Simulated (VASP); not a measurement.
Input of a VASP 6.6.1 run:

File INCAR:

```
SYSTEM = Ga2O3
PREC     = Accurate       ! precision mode
ENCUT    = 520            ! plane-wave cutoff, eV
EDIFF    = 1E-6           ! SCF threshold, eV
ISMEAR   = -1             ! smearing method
SIGMA    = 0.02           ! smearing width, eV
LREAL    = .FALSE.        ! projectors in reciprocal space
LASPH    = .TRUE.         ! aspherical terms in the spheres
NELM     = 80             ! most SCF steps
ALGO     = Normal         ! electronic algorithm
ISIF     = 2              ! what is computed and relaxed
LWAVE    = .FALSE.        ! write WAVECAR
LCHARG   = .FALSE.        ! write CHGCAR
GGA      = PE             ! functional
NBANDS   = 55             ! bands
```

The input KPOINTS:

```
regular mesh
0
G
  6 6 6
  0 0 0
```

Contents of POSCAR:

```
Ga2O3
1.0
    2.4424165368      1.4101298450      4.3910261139
   -2.4424165368      1.4101298450      4.3910261139
    0.0000000000     -2.8202596900      4.3910261139
Ga O
4 6
Direct
    0.8553745505      0.8553745505      0.8553745505
    0.6446254495      0.6446254495      0.6446254495
    0.1446254495      0.1446254495      0.1446254495
    0.3553745505      0.3553745505      0.3553745505
    0.7500000000      0.4463013970      0.0536986030
    0.4463013970      0.0536986030      0.7500000000
    0.0536986030      0.7500000000      0.4463013970
    0.2500000000      0.5536986030      0.9463013970
    0.9463013970      0.2500000000      0.5536986030
    0.5536986030      0.9463013970      0.2500000000
```

Potentials or basis: VASP PAW PBE potentials, release 64 (Ga_d, O).

Run with:

```sh
$ cat potpaw_PBE.64/Ga_d/POTCAR potpaw_PBE.64/O/POTCAR > POTCAR
$ mpirun -np 1 vasp_std > vasp.out
```

Problem. What does it give for the band gap on the k mesh?

Solution. 3.52 eV (least direct gap 3.81 eV).

Problem. Predict the largest force.

Solution. 0.103 eV/Å.

Problem. Predict the pressure.

Solution. 27.3 GPa.

Stress tensor (GPa, compression positive):
```
28.38  0.00  0.00
 0.00 28.38  0.00
 0.00  0.00 25.19
```

Caveat: the cell differs from its parent crystal (strain -2.0%); the cell stands under pressure. A k mesh can miss the band edges.
